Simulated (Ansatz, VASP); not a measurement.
## BP in VASP and in Ansatz

Contents of INCAR:

```
PREC     = Accurate       # precision mode
ENCUT    = 500            # plane-wave cutoff, eV
EDIFF    = 1E-6           # SCF threshold, eV
ISMEAR   = -1             # smearing method
SIGMA    = 0.05           # smearing width, eV
LREAL    = False          # projectors in reciprocal space
LASPH    = True           # aspherical terms in the spheres
NELM     = 120            # most SCF steps
ALGO     = Normal         # electronic algorithm
ISIF     = 2              # what is computed and relaxed
LWAVE    = False          # write WAVECAR
LCHARG   = True           # write CHGCAR
GGA      = PS             # functional
LELF     = True           # ELF
LVHAR    = True         
NBANDS   = 11             # bands
GGA_COMPAT= False
```

The input KPOINTS:

```
Automatic mesh
0
Gamma
  15 15 15
```

POSCAR

```
BP
1.0
    0.0000000000      1.9476668541      1.9476668541
    1.9476668541      0.0000000000      1.9476668541
    1.9476668541      1.9476668541      0.0000000000
B P
1 1
Direct
    0.0000000000      0.0000000000      0.0000000000
    0.2500000000      0.2500000000      0.2500000000
```

Input for Ansatz:

```yaml
crystal:
  lattice:
    - [0.0, 1.9476668541, 1.9476668541]
    - [1.9476668541, 0.0, 1.9476668541]
    - [1.9476668541, 1.9476668541, 0.0]
  atoms:
    - { symbol: B, position: [0.0, 0.0, 0.0] }
    - { symbol: P, position: [0.25, 0.25, 0.25] }
kpoints:
  mp_grid: { grid: [15, 15, 15] }
scf:
  occupations: { method: fermi_dirac, width: 0.05 }
hamiltonian:
  xc: pbesol
  pseudopotentials: { kind: all_electron, lapw: { basis_error: 0.001 } }
output:
  forces: true
  stress: true
  eigenvalues: true
  populations: true
```

Change from the starting cell: volume scaled by 0.64, LAPW.

Alike in both runs: task single point; functional PBEsol; k mesh 15 × 15 × 15; occupations fermi-dirac, width 0.05 eV; no spin polarisation.

|  | VASP | Ansatz |
| --- | --- | --- |
| version | VASP 6.6.1 | Ansatz 0.2.0 |
| potentials or method | VASP PAW PBE potentials, release 64 (B, P), cutoff 500 eV | all-electron LAPW, scalar-relativistic |

|  | VASP | Ansatz | Ansatz less VASP |
| --- | --- | --- | --- |
| pressure (GPa) | 170.3 | 169.7 | -0.58 |

VASP's potentials were made for PBE, not for PBEsol. Both programs put the cell under a high pressure, so it lies far from rest at this level. Ansatz ran all-electron here, and VASP with PAW potentials.

Noted on VASP's run: the cell as given lies far from equilibrium.
